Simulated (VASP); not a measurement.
# AlN: dielectric tensor with r2SCAN

Crystal: AlN.

```
Al N
1.0
     0.00000    2.18488    2.18488
     2.18488    0.00000    2.18488
     2.18488    2.18488    0.00000
Al N
1 1
Direct
  0.00000 0.00000 0.00000
  0.25000 0.25000 0.25000
```

| Property | Result |
| --- | --- |
| Program | VASP 6.6.1 |
| Task | dielectric tensor |
| Functional | r2SCAN |
| Potentials or basis | VASP PAW PBE potentials, release 64 (Al, N) |
| Cutoff | 520 eV |
| k mesh | 8 × 8 × 8 |
| Occupations | gaussian, width 0.01 eV |
| Spin | no spin polarisation |
| Dipole correction | no |
| Further INCAR settings | ALGO = Normal; EDIFF = 1e-08 |

```
Band gap on the k mesh                  : 3.93 eV (least direct gap 4.88 eV)
Electronic dielectric tensor (diagonal) : 4.24
Born charges (mean of the diagonal)     : Al +2.52; N -2.52 e
```

Levels at points of the mesh, in eV from the valence-band top:
```
           k point  band 2  band 3  band 4  band 5  band 6  band 7
(0.00, 0.00, 0.00)    0.00    0.00    0.00    4.88   13.51   13.51
(0.50, 0.00, 0.00)   -5.89   -0.49   -0.49    8.20   10.82   11.94
(0.50, 0.50, 0.00)   -4.95   -1.81   -1.81    3.93    9.47   15.18
```

Electronic dielectric tensor:
```
4.24 0.00 0.00
0.00 4.24 0.00
0.00 0.00 4.24
```

Born effective charge tensors (e):
atom 1, Al
```
2.52 0.00 0.00
0.00 2.52 0.00
0.00 0.00 2.52
```
atom 2, N
```
-2.52  0.00  0.00
 0.00 -2.52  0.00
 0.00  0.00 -2.52
```

Dipole moments of the cell (e·Å, modulo the quantum): ionic 5.462, 5.462, 5.462; electronic 0.000, 0.000, 0.004

Wall time 7.6 min on 1 thread of Intel(R) Xeon(R) Platinum 8488C (Sapphire Rapids), with other jobs on the host, peak memory 0.24 GiB.

 A k mesh can miss the band edges.
